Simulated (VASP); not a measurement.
# Sb (P6_3/mmc) in VASP: a series of runs

Aim: see how the results for Sb move with the level of theory and the settings. Levels: BLYP+D3(BJ), PBE. Tasks: single point.

Everything below comes from runs of VASP 6.6.1. Logs are shortened: lines on timing, memory, paths and dates and some standing lists are left out, and cuts for length are marked.

## Step 1: The cell of the first run

It takes space group P6_3/mmc (No. 194, hexagonal). Conventional cell: a = 3.463 Å, b = 3.463 Å, c = 5.155 Å, α = 90.00°, β = 90.00°, γ = 120.00°. Within 4.3 Å of Sb (site symmetry -6m2) lie 12 Sb at 3.26 to 3.46 Å.

## Step 2: Single point, BLYP+D3(BJ)

INCAR

```
AGGAC = 1.0 ; AGGAX = 1.0
ALDAC = 0.0 ; ALDAX = 1.0
ALGO = Normal ; EDIFF = 1E-6
ENCUT = 520 ; GGA = B5
ISIF = 2 ; ISMEAR = -1
IVDW = 12 ; LASPH = T
LCHARG = F ; LREAL = F
LWAVE = F ; NBANDS = 12
NELM = 100 ; PREC = Accurate
SIGMA = 0.05 ; VDW_A1 = 0.4298
VDW_A2 = 4.2359 ; VDW_S6 = 1.0
VDW_S8 = 2.6996
```

KPOINTS

```
k-points
0
Gamma
  9 9 5
```

POSCAR

```
Sb
1.0
    3.4634720410      0.0000000000      0.0000000000
   -1.7317360205      2.9994547728      0.0000000000
    0.0000000000      0.0000000000      5.1552600601
Sb
2
Direct
    0.6666666667      0.3333333333      0.7500000000
    0.3333333333      0.6666666667      0.2500000000
```

Potentials or basis: VASP PAW PBE potentials, release 64 (Sb).

The run is started by

```bash
cat potpaw_PBE.64/Sb/POTCAR > POTCAR
mpirun -np 1 vasp_std > vasp.out
```

OUTCAR:

```text
EDIFF = 1E-6
   ENCUT = 520
   GGA = B5
   ISIF = 2
   ISMEAR = -1
   IVDW = 12
   LASPH = T
   LREAL = F
   NELM = 100
   PREC = Accurate
 IVDW          = 12

 ion  position               nearest neighbor table
   1  0.667  0.333  0.750-   2 3.26   2 3.26   2 3.26   2 3.26   2 3.26   2 3.26
   2  0.333  0.667  0.250-   1 3.26   1 3.26   1 3.26   1 3.26   1 3.26   1 3.26

  LATTYP: Found a hexagonal cell.
 ALAT       =     3.4634720410
 C/A-ratio  =     1.4884659091

  Lattice vectors:

 A1 = (   3.4634720410,   0.0000000000,   0.0000000000)
 A2 = (  -1.7317360205,   2.9994547728,   0.0000000000)
 A3 = (   0.0000000000,   0.0000000000,   5.1552600601)

Analysis of symmetry for initial positions (statically):
=====================================================================
 Subroutine PRICEL returns:
 Original cell was already a primitive cell.

 Routine SETGRP: Setting up the symmetry group for a
 hexagonal supercell.

 Subroutine GETGRP returns: Found 24 space group operations
 (whereof 12 operations were pure point group operations)
 out of a pool of 24 trial point group operations.

The static configuration has the point symmetry D_3d.
 The point group associated with its full space group is D_6h.

Analysis of symmetry for dynamics (positions and initial velocities):
=====================================================================
 Subroutine PRICEL returns:
 Original cell was already a primitive cell.

 Routine SETGRP: Setting up the symmetry group for a
 hexagonal supercell.

 Subroutine GETGRP returns: Found 24 space group operations
 (whereof 12 operations were pure point group operations)
 out of a pool of 24 trial point group operations.

The dynamic configuration has the point symmetry D_3d.
 The point group associated with its full space group is D_6h.

 Subroutine INISYM returns: Found 24 space group operations
 (whereof 12 operations are pure point group operations),
 and found     1 'primitive' translations

----------------------------------------------------------------------------------------

                                     Primitive cell

  volume of cell :      53.5556

  direct lattice vectors                    reciprocal lattice vectors
     3.463472041  0.000000000  0.000000000     0.288727609  0.166696963  0.000000000
    -1.731736021  2.999454773  0.000000000     0.000000000  0.333393925  0.000000000
     0.000000000  0.000000000  5.155260060     0.000000000  0.000000000  0.193976635

  length of vectors
     3.463472041  3.463472041  5.155260060     0.333393925  0.333393925  0.193976635

  position of ions in fractional coordinates (direct lattice)
     0.666666667  0.333333333  0.750000000
     0.333333333  0.666666667  0.250000000

  ion indices of the primitive-cell ions
   primitive index   ion index
                 1           1
                 2           2

----------------------------------------------------------------------------------------

 KPOINTS: k-points

Automatic generation of k-mesh.
 Grid dimensions read from file:
 generate k-points for:    9    9    5

 Generating k-lattice:

  Cartesian coordinates                     Fractional coordinates (reciprocal lattice)
     0.032080845  0.018521885  0.000000000     0.111111111 -0.000000000  0.000000000
     0.000000000  0.037043769  0.000000000     0.000000000  0.111111111  0.000000000
     0.000000000  0.000000000  0.038795327     0.000000000  0.000000000  0.200000000

  Length of vectors
     0.037043769  0.037043769  0.038795327

  Shift w.r.t. Gamma in fractional coordinates (k-lattice)
     0.000000000  0.000000000  0.000000000

 Subroutine IBZKPT returns following result:
 ===========================================

 Found     36 irreducible k-points:

 Following reciprocal coordinates:
            Coordinates               Weight
  0.000000  0.000000  0.000000      1.000000
  0.111111  0.000000  0.000000      6.000000
  0.222222 -0.000000  0.000000      6.000000
  0.333333  0.000000  0.000000      6.000000
  0.444444 -0.000000  0.000000      6.000000
  0.111111  0.111111  0.000000      6.000000
[... 16 lines left out ...]
  0.333333  0.222222  0.200000     24.000000
  0.333333  0.333333  0.200000      4.000000
 [... further k-points ...]
   k-points           NKPTS =     36   k-points in BZ     NKDIM =     36   number of bands    NBANDS=     12
   number of dos      NEDOS =    301   number of ions     NIONS =      2
   total plane-waves  NPLWV =  31360
   dimension x,y,z NGX =    28 NGY =   28 NGZ =   40
   dimension x,y,z NGXF=    56 NGYF=   56 NGZF=   80
   ions per type =               2
   NGX,Y,Z   is equivalent  to a cutoff of  13.44, 13.44, 12.90 a.u.
   NGXF,Y,Z  is equivalent  to a cutoff of  26.88, 26.88, 25.80 a.u.
 SYSTEM =  unknown system
   PREC   = accura    normal or accurate (medium, high low for compatibility)
   ISTART =      0    job   : 0-new  1-cont  2-samecut
   ICHARG =      2    charge: 1-file 2-atom 10-const
   ISPIN  =      1    spin polarized calculation?
   LNONCOLLINEAR =      F non collinear calculations
   LSORBIT =      F    spin-orbit coupling
   LASPH  =      T    aspherical Exc in radial PAW
   ENCUT  =  520.0 eV  38.22 Ry    6.18 a.u.   6.44  6.44  9.59*2*pi/ulx,y,z
   NELM   =    100;   NELMIN=  2; NELMDL= -5     # of ELM steps
   EDIFF  = 0.1E-05   stopping-criterion for ELM
   LREAL  =      F    real-space projection
   EDIFFG = 0.1E-04   stopping-criterion for IOM
   NSW    =      0    number of steps for IOM
   IBRION =     -1    ionic relax: 0-MD 1-quasi-New 2-CG
   NFREE  =      0    steps in history (QN), initial steepest desc. (CG)
   ISIF   =      2    stress and relaxation
   ISYM   =      2    0-nonsym 1-usesym 2-fastsym
   POTIM  = 0.5000    time-step for ionic-motion
   TEBEG  =    0.0;   TEEND  =   0.0 temperature during run
   PSTRESS=    0.0 pullay stress
   NELECT =      10.0000    total number of electrons
   NUPDOWN=      -1.0000    fix difference up-down
   EMIN   =  10.00;   EMAX   =-10.00  energy-range for DOS
   EFERMI =   0.00;   METHOD = LEGACY
   ISMEAR =    -1;   SIGMA  =   0.05  broadening in eV -4-tet -1-fermi 0-gaus
   EFERMI_NEDOS =   21; number of points for ismear=-14 and -15
   IALGO  =     38    algorithm
   IMIX   =      4    mixing-type and parameters
     AMIX     =   0.40;   BMIX     =  1.00
     AMIX_MAG =   1.60;   BMIX_MAG =  1.00
  volume/ion in A,a.u.               =      26.78       180.71
  Fermi-wavevector in a.u.,A,eV,Ry     =   0.935707  1.768230 11.912553  0.875548
  Thomas-Fermi vector in A             =   2.062642
   LORBIT       =      0    0 simple, 1 ext, 2 COOP (PROOUT), +10 PAW based schemes
   GGA     = B5    functional components
   LHFCALC =     F    Hartree Fock is set to
   AEXX    =    0.0000 exact exchange contribution
   IVDW    =    12    specifies the selected vdW correction
   LEPSILON=     F    determine dielectric tensor
   LRPA    =     F    only Hartree local field effects (RPA)
 non-spin polarized calculation
  energy-cutoff  :      520.00
  volume of cell :       53.56
 maximum number of plane-waves:      1463
 NGX is ok and might be reduce to    28
   NGX = 13   NGY = 13   NGZ = 19

 number of electron      10.0000000 magnetization

 number of electron       9.9999999 magnetization

 Free energy of the ion-electron system (eV)
  ---------------------------------------------------
  ext. energy  EPLUGINS =         0.00000000
  ---------------------------------------------------
  free energy    TOTEN  =        -5.81581485 eV

  energy without entropy =       -5.80583898  energy(sigma->0) =       -5.81082691

 E-fermi :   9.0923     XC(G=0):  -9.5758

 val. band max:        9.0633380457   @ k =   0.2222   0.1111   0.4000
 cond. band min:       9.1589665969   @ k =   0.3333   0.0000   0.0000
 fundamental gap:      0.0956285512
 Fermi energy:         9.0923137812

 k-point     1 :       0.0000    0.0000    0.0000
  band No.  band energies     occupation
      1      -3.9119      2.00000
      2       0.6990      2.00000
      3       3.5160      2.00000
      4      11.5363      0.00000
      5      11.5363      0.00000
      6      13.5212      0.00000
      7      13.5212      0.00000
      8      15.3978      0.00000
      9      15.9090      0.00000
     10      17.8305      0.00000
     11      18.7630      0.00000
     12      18.7630      0.00000

 k-point     2 :       0.1111    0.0000    0.0000
  band No.  band energies     occupation
      1      -3.7118      2.00000
      2       0.8490      2.00000
      3       3.7271      2.00000
      4       9.9250      0.00000
      5      10.9207      0.00000
      6      12.6596      0.00000
      7      13.7321      0.00000
      8      14.7493      0.00000
      9      16.4442      0.00000
     10      17.5621      0.00000
     11      18.8331      0.00000
     12      19.4172      0.00000

 k-point     3 :       0.2222   -0.0000    0.0000
  band No.  band energies     occupation
      1      -3.1182      2.00000
      2       1.2430      2.00000
      3       4.3493      2.00000
      4       7.4207      2.00000
      5       9.9350      0.00000
      6      10.8100      0.00000
      7      13.0917      0.00000
      8      13.5546      0.00000
      9      14.9386      0.00000
     10      18.1413      0.00000
     11      18.8411      0.00000
     12      18.8830      0.00000
[... 286 lines left out ...]
 k-point    23 :       0.3333    0.2222    0.2000
  band No.  band energies     occupation
      1      -0.3106      2.00000
      2       1.0668      2.00000
      3       4.7291      2.00000
      4       5.6865      2.00000
      5       6.6379      2.00000
      6       8.6822      1.99945
      7       9.3128      0.02403
      8      11.0246      0.00000
      9      14.9644      0.00000
     10      17.5380      0.00000
     11      19.6878      0.00000
     12      20.5273      0.00000

 k-point    24 :       0.3333    0.3333    0.2000
  band No.  band energies     occupation
      1       0.5707      2.00000
      2       0.5707      2.00000
      3       4.7862      2.00000
      4       5.8862      2.00000
      5       5.8862      2.00000
      6       7.9057      2.00000
      7      10.1438      0.00000
      8      10.1438      0.00000
      9      14.3521      0.00000
     10      20.1657      0.00000
     11      20.1657      0.00000
     12      20.3227      0.00000

 [... further k-points ...]

------------------------ aborting loop because EDIFF is reached ----------------------------------------

 Edisp (eV)   -2.47869

 E8    (eV) :    -1.8719

  FORCE on cell =-STRESS in cart. coord.  units (eV):
  Direction    XX          YY          ZZ          XY          YZ          ZX
  --------------------------------------------------------------------------------------
  -------------------------------------------------------------------------------------
  Total       0.07383     0.07383     0.08580     0.00000    -0.00000    -0.00000
  in kB       2.20858     2.20858     2.56679     0.00000    -0.00000    -0.00000
  external pressure =        2.33 kB  Pullay stress =        0.00 kB

 VOLUME and BASIS-vectors are now :
 -----------------------------------------------------------------------------
  energy-cutoff  :      520.00
  volume of cell :       53.56
      direct lattice vectors                 reciprocal lattice vectors
     3.463472041  0.000000000  0.000000000     0.288727609  0.166696963  0.000000000
    -1.731736021  2.999454773  0.000000000     0.000000000  0.333393925  0.000000000
     0.000000000  0.000000000  5.155260060     0.000000000  0.000000000  0.193976635

 POSITION                                       TOTAL-FORCE (eV/Angst)
 -----------------------------------------------------------------------------------
      1.73174      0.99982      3.86645        -0.000000      0.000000      0.000000
     -0.00000      1.99964      1.28882         0.000000     -0.000000      0.000000
 -----------------------------------------------------------------------------------
    total drift:                               -0.000000      0.000000      0.000000

  FREE ENERGIE OF THE ION-ELECTRON SYSTEM (eV)
  ---------------------------------------------------
  free  energy   TOTEN  =        -8.2945000466 eV

  energy  without entropy=       -8.2845241776  energy(sigma->0) =       -8.28951211
```

Wall time 12 s (1 thread of Intel Xeon 6975P-C (Granite Rapids), shared host); peak memory 0.19 GiB.

Results:

```
Free energy                : -8.2945 eV
Pressure                   : 0.2 GPa
Band gap on the k mesh     : zero (band 5 reaches 12.20 eV, above the bottom of band 6 at 6.58 eV)
Dispersion energy per atom : -1.239 eV
```

Caveat: the PAW data sets were made with another functional, which shifts forces and pressure a little; spin-orbit coupling is left out, which moves the levels of the heavy elements; pairwise dispersion overbinds metals, which lowers pressure and volume.

(Part 1 of 2 ends here.)
